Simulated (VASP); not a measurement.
# GaCo (P4/mmm) in VASP: further runs

Runs on GaCo. Level: PBEsol. Tasks: single point.

Program: VASP 6.6.1. These are calculated values, not measurements. Logs are shortened: lines on timing, memory, paths and dates and some standing lists are left out, and cuts for length are marked.

## (1) The cell of the first run

The structure is tetragonal, space group P4/mmm (No. 123). Conventional cell: a = 2.923 Å, b = 2.923 Å, c = 2.806 Å, α = 90.00°, β = 90.00°, γ = 90.00°. Within 3.3 Å of Ga (site symmetry 4/mmm) lie 8 Co at 2.50 Å and 6 Ga at 2.81 to 2.92 Å. Co (site symmetry 4/mmm) has 8 Ga at 2.50 Å and 6 Co at 2.81 to 2.92 Å within 3.3 Å.

## (2) Single point, PBEsol

Input file INCAR:

```
PREC     = Accurate       # precision mode
ENCUT    = 520            # plane-wave cutoff, eV
EDIFF    = 1E-6           # SCF threshold, eV
ISMEAR   = 0              # smearing method
SIGMA    = 0.15           # smearing width, eV
LREAL    = False          # projectors in reciprocal space
LASPH    = True           # aspherical terms in the spheres
NELM     = 100            # most SCF steps
ALGO     = Fast           # electronic algorithm
ISIF     = 2              # what is computed and relaxed
LWAVE    = False          # write WAVECAR
LCHARG   = False          # write CHGCAR
GGA      = PS             # functional
NBANDS   = 18             # bands
```

Input file KPOINTS:

```
Automatic mesh
0
Gamma
  18 18 18
```

Input file POSCAR:

```
GaCo
1.0
    2.9225994289      0.0000000000      0.0000000000
    0.0000000000      2.9225994289      0.0000000000
    0.0000000000      0.0000000000      2.8056954518
Ga Co
1 1
Direct
    0.5000000000      0.5000000000      0.5000000000
    0.0000000000      0.0000000000      0.0000000000
```

Potentials or basis: VASP PAW PBE potentials, release 64 (Ga_d, Co).

Command:

```console
$ cat potpaw_PBE.64/Ga_d/POTCAR potpaw_PBE.64/Co/POTCAR > POTCAR
$ mpirun -np 1 vasp_std > vasp.out
```

OUTCAR:

```text
PREC = Accurate
   ENCUT = 520
   EDIFF = 1E-6
   ISMEAR = 0
   LREAL = False
   LASPH = True
   NELM = 100
   ISIF = 2
   GGA = PS

 ion  position               nearest neighbor table
   1  0.500  0.500  0.500-   2 2.50   2 2.50   2 2.50   2 2.50   2 2.50   2 2.50   2 2.50   2 2.50

   2  0.000  0.000  0.000-   1 2.50   1 2.50   1 2.50   1 2.50   1 2.50   1 2.50   1 2.50   1 2.50

  LATTYP: Found a simple tetragonal cell.
 ALAT       =     2.9225994289
 C/A-ratio  =     0.9600000000

  Lattice vectors:

 A1 = (   2.9225994289,   0.0000000000,   0.0000000000)
 A2 = (   0.0000000000,   2.9225994289,   0.0000000000)
 A3 = (   0.0000000000,   0.0000000000,   2.8056954518)

Analysis of symmetry for initial positions (statically):
=====================================================================
 Subroutine PRICEL returns:
 Original cell was already a primitive cell.

 Routine SETGRP: Setting up the symmetry group for a
 simple tetragonal supercell.

 Subroutine GETGRP returns: Found 16 space group operations
 (whereof 16 operations were pure point group operations)
 out of a pool of 16 trial point group operations.

The static configuration has the point symmetry D_4h.

Analysis of symmetry for dynamics (positions and initial velocities):
=====================================================================
 Subroutine PRICEL returns:
 Original cell was already a primitive cell.

 Routine SETGRP: Setting up the symmetry group for a
 simple tetragonal supercell.

 Subroutine GETGRP returns: Found 16 space group operations
 (whereof 16 operations were pure point group operations)
 out of a pool of 16 trial point group operations.

The dynamic configuration has the point symmetry D_4h.

 Subroutine INISYM returns: Found 16 space group operations
 (whereof 16 operations are pure point group operations),
 and found     1 'primitive' translations

----------------------------------------------------------------------------------------

                                     Primitive cell

  volume of cell :      23.9651

  direct lattice vectors                    reciprocal lattice vectors
     2.922599429  0.000000000  0.000000000     0.342161156  0.000000000  0.000000000
     0.000000000  2.922599429  0.000000000     0.000000000  0.342161156  0.000000000
     0.000000000  0.000000000  2.805695452     0.000000000  0.000000000  0.356417871

  length of vectors
     2.922599429  2.922599429  2.805695452     0.342161156  0.342161156  0.356417871

  position of ions in fractional coordinates (direct lattice)
     0.500000000  0.500000000  0.500000000
     0.000000000  0.000000000  0.000000000

  ion indices of the primitive-cell ions
   primitive index   ion index
                 1           1
                 2           2

----------------------------------------------------------------------------------------

 KPOINTS: Automatic mesh

Automatic generation of k-mesh.
 Grid dimensions read from file:
 generate k-points for:   18   18   18

 Generating k-lattice:

  Cartesian coordinates                     Fractional coordinates (reciprocal lattice)
     0.019008953  0.000000000  0.000000000     0.055555556  0.000000000  0.000000000
     0.000000000  0.019008953  0.000000000     0.000000000  0.055555556  0.000000000
     0.000000000  0.000000000  0.019800993     0.000000000  0.000000000  0.055555556

  Length of vectors
     0.019008953  0.019008953  0.019800993

  Shift w.r.t. Gamma in fractional coordinates (k-lattice)
     0.000000000  0.000000000  0.000000000

 Subroutine IBZKPT returns following result:
 ===========================================

 Found    550 irreducible k-points:

 Following reciprocal coordinates:
            Coordinates               Weight
  0.000000  0.000000  0.000000      1.000000
  0.055556  0.000000  0.000000      4.000000
  0.111111  0.000000  0.000000      4.000000
  0.166667  0.000000  0.000000      4.000000
  0.222222  0.000000  0.000000      4.000000
  0.277778  0.000000  0.000000      4.000000
[... 16 lines left out ...]
  0.277778  0.111111  0.000000      8.000000
  0.333333  0.111111  0.000000      8.000000
 [... further k-points ...]
   k-points           NKPTS =    550   k-points in BZ     NKDIM =    550   number of bands    NBANDS=     18
   number of dos      NEDOS =    301   number of ions     NIONS =      2
   total plane-waves  NPLWV =  13824
   dimension x,y,z NGX =    24 NGY =   24 NGZ =   24
   dimension x,y,z NGXF=    48 NGYF=   48 NGZF=   48
   ions per type =               1   1
   NGX,Y,Z   is equivalent  to a cutoff of  13.65, 13.65, 14.22 a.u.
   NGXF,Y,Z  is equivalent  to a cutoff of  27.30, 27.30, 28.44 a.u.
 SYSTEM =  unknown system
   PREC   = accura    normal or accurate (medium, high low for compatibility)
   ISTART =      0    job   : 0-new  1-cont  2-samecut
   ICHARG =      2    charge: 1-file 2-atom 10-const
   ISPIN  =      1    spin polarized calculation?
   LNONCOLLINEAR =      F non collinear calculations
   LSORBIT =      F    spin-orbit coupling
   LASPH  =      T    aspherical Exc in radial PAW
   ENCUT  =  520.0 eV  38.22 Ry    6.18 a.u.   5.43  5.43  5.22*2*pi/ulx,y,z
   NELM   =    100;   NELMIN=  2; NELMDL= -5     # of ELM steps
   EDIFF  = 0.1E-05   stopping-criterion for ELM
   LREAL  =      F    real-space projection
   EDIFFG = 0.1E-04   stopping-criterion for IOM
   NSW    =      0    number of steps for IOM
   IBRION =     -1    ionic relax: 0-MD 1-quasi-New 2-CG
   NFREE  =      0    steps in history (QN), initial steepest desc. (CG)
   ISIF   =      2    stress and relaxation
   ISYM   =      2    0-nonsym 1-usesym 2-fastsym
   POTIM  = 0.5000    time-step for ionic-motion
   TEBEG  =    0.0;   TEEND  =   0.0 temperature during run
   PSTRESS=    0.0 pullay stress
   NELECT =      22.0000    total number of electrons
   NUPDOWN=      -1.0000    fix difference up-down
   EMIN   =  10.00;   EMAX   =-10.00  energy-range for DOS
   EFERMI =   0.00;   METHOD = LEGACY
   ISMEAR =     0;   SIGMA  =   0.15  broadening in eV -4-tet -1-fermi 0-gaus
   EFERMI_NEDOS =   21; number of points for ismear=-14 and -15
   IALGO  =     68    algorithm
   IMIX   =      4    mixing-type and parameters
     AMIX     =   0.40;   BMIX     =  1.00
     AMIX_MAG =   1.60;   BMIX_MAG =  1.00
  volume/ion in A,a.u.               =      11.98        80.86
  Fermi-wavevector in a.u.,A,eV,Ry     =   1.591070  3.006687 34.443210  2.531504
  Thomas-Fermi vector in A             =   2.689667
   LORBIT       =      0    0 simple, 1 ext, 2 COOP (PROOUT), +10 PAW based schemes
   GGA     = PS    functional components
   LHFCALC =     F    Hartree Fock is set to
   AEXX    =    0.0000 exact exchange contribution
   IVDW    =     0    specifies the selected vdW correction
   LEPSILON=     F    determine dielectric tensor
   LRPA    =     F    only Hartree local field effects (RPA)
 non-spin polarized calculation
 RMM-DIIS sequential band-by-band and
 Gauss-broadening in eV      SIGMA  =   0.15
  energy-cutoff  :      520.00
  volume of cell :       23.97
 maximum number of plane-waves:       662
 NGX is ok and might be reduce to    24
   NGX = 11   NGY = 11   NGZ = 11

 number of electron      21.9999995 magnetization

 Free energy of the ion-electron system (eV)
  ---------------------------------------------------
  ext. energy  EPLUGINS =         0.00000000
  ---------------------------------------------------
  free energy    TOTEN  =       -11.74676993 eV

  energy without entropy =      -11.73118581  energy(sigma->0) =      -11.73897787

 E-fermi :   9.4990     XC(G=0): -13.3178

 val. band max:        9.4980906753   @ k =   0.5000   0.2222   0.0000
 cond. band min:       9.5009530945   @ k =   0.5000   0.3333   0.1111
 fundamental gap:      0.0028624192
 Fermi energy:         9.4990474411

 k-point     1 :       0.0000    0.0000    0.0000
  band No.  band energies     occupation
      1      -5.5790      2.00000
      2      -5.5291      2.00000
      3      -5.2193      2.00000
      4      -5.1997      2.00000
      5      -5.1997      2.00000
      6      -2.5158      2.00000
[... 10 lines left out ...]
     17      22.3323      0.00000
     18      31.9804      0.00000

 k-point     2 :       0.0556    0.0000    0.0000
  band No.  band energies     occupation
      1      -5.5763      2.00000
      2      -5.5228      2.00000
      3      -5.2219      2.00000
      4      -5.2022      2.00000
      5      -5.1991      2.00000
      6      -2.4591      2.00000
[... 10 lines left out ...]
     17      22.4396      0.00000
     18      31.4278      0.00000

 k-point     3 :       0.1111    0.0000    0.0000
  band No.  band energies     occupation
      1      -5.5697      2.00000
      2      -5.5040      2.00000
      3      -5.2296      2.00000
      4      -5.2094      2.00000
      5      -5.1974      2.00000
      6      -2.2892      2.00000
[... 10 lines left out ...]
     17      23.0722      0.00000
     18      30.2928      0.00000

 k-point     4 :       0.1667    0.0000    0.0000
  band No.  band energies     occupation
      1      -5.5610      2.00000
      2      -5.4743      2.00000
      3      -5.2412      2.00000
      4      -5.2205      2.00000
      5      -5.1947      2.00000
      6      -2.0059      2.00000
[... 375 lines left out ...]
      4      -5.2341      2.00000
      5      -5.2022      2.00000
      6      -1.3903      2.00000
[... 10 lines left out ...]
     17      24.5166      0.00000
     18      26.8138      0.00000

 k-point    23 :       0.2778    0.1111    0.0000
  band No.  band energies     occupation
      1      -5.5284      2.00000
      2      -5.3763      2.00000
      3      -5.2918      2.00000
      4      -5.2489      2.00000
      5      -5.1997      2.00000
      6      -0.8907      2.00000
[... 10 lines left out ...]
     17      23.4798      0.00000
     18      27.5040      0.00000

 k-point    24 :       0.3333    0.1111    0.0000
  band No.  band energies     occupation
      1      -5.5197      2.00000
      2      -5.3403      2.00000
      3      -5.3084      2.00000
      4      -5.2628      2.00000
      5      -5.1973      2.00000
      6      -0.2906      2.00000
[... 10 lines left out ...]
     17      23.8175      0.00000
     18      26.1200      0.00000

 [... further k-points ...]
[... 5 lines left out ...]
  --------------------------------------------------------------------------------------
  -------------------------------------------------------------------------------------
  Total       -1.3548031     -1.3548031     -0.7752956      0.0000000      0.0000000      0.0000000
  in kB      -90.5748551    -90.5748551    -51.8320946      0.0000000      0.0000000      0.0000000
  external PRESSURE =     -77.6606016 kB  Pullay stress =       0.0000000 kB

 VOLUME and BASIS-vectors are now :
 -----------------------------------------------------------------------------
  energy-cutoff  :      520.00
  volume of cell :       23.97
      direct lattice vectors                 reciprocal lattice vectors
     2.922599429  0.000000000  0.000000000     0.342161156  0.000000000  0.000000000
     0.000000000  2.922599429  0.000000000     0.000000000  0.342161156  0.000000000
     0.000000000  0.000000000  2.805695452     0.000000000  0.000000000  0.356417871

 POSITION                                       TOTAL-FORCE (eV/Angst)
 -----------------------------------------------------------------------------------
      1.46130      1.46130      1.40285         0.000000      0.000000      0.000000
      0.00000      0.00000      0.00000         0.000000      0.000000      0.000000
 -----------------------------------------------------------------------------------
    total drift:                                0.000000      0.000000     -0.000000

  FREE ENERGIE OF THE ION-ELECTRON SYSTEM (eV)
  ---------------------------------------------------
  free  energy   TOTEN  =       -11.7467699332 eV

  energy  without entropy=      -11.7311858063  energy(sigma->0) =      -11.73897787
```

Run time: 88 s. Hardware: 1 thread of Intel Xeon 6975P-C (Granite Rapids), shared host; peak memory 0.35 GiB.

What came out:

```yaml
Free_energy: -11.7468 eV
Pressure: -7.8 GPa
Band_gap_on_the_k_mesh: zero (band 11 reaches 10.92 eV, above the bottom of band 12 at 9.22 eV)
```

Levels at points of the mesh, in eV from the Fermi level:
```csv
k point,band 9,band 10,band 11,band 12,band 13,band 14
"(0.00, 0.00, 0.00)",-0.75,-0.62,-0.62,4.72,4.72,6.19
"(0.50, 0.00, 0.00)",-1.79,-1.48,-0.62,0.03,10.11,11.27
"(0.50, 0.50, 0.00)",-2.52,-1.04,-1.04,-0.28,2.14,2.89
"(0.00, 0.00, 0.50)",-1.76,-1.76,-0.73,0.37,10.52,10.52
"(0.50, 0.00, 0.50)",-2.36,-1.23,-1.18,-0.17,2.36,3.33
"(0.50, 0.50, 0.50)",-0.23,-0.11,0.65,3.88,3.88,3.89
```

Caveat: the PAW data sets were made with another functional, which shifts forces and pressure a little. Spin polarisation is off, so any magnetic state and its effect on volume and gap are missing.

(Part 1 of 2 ends here.)
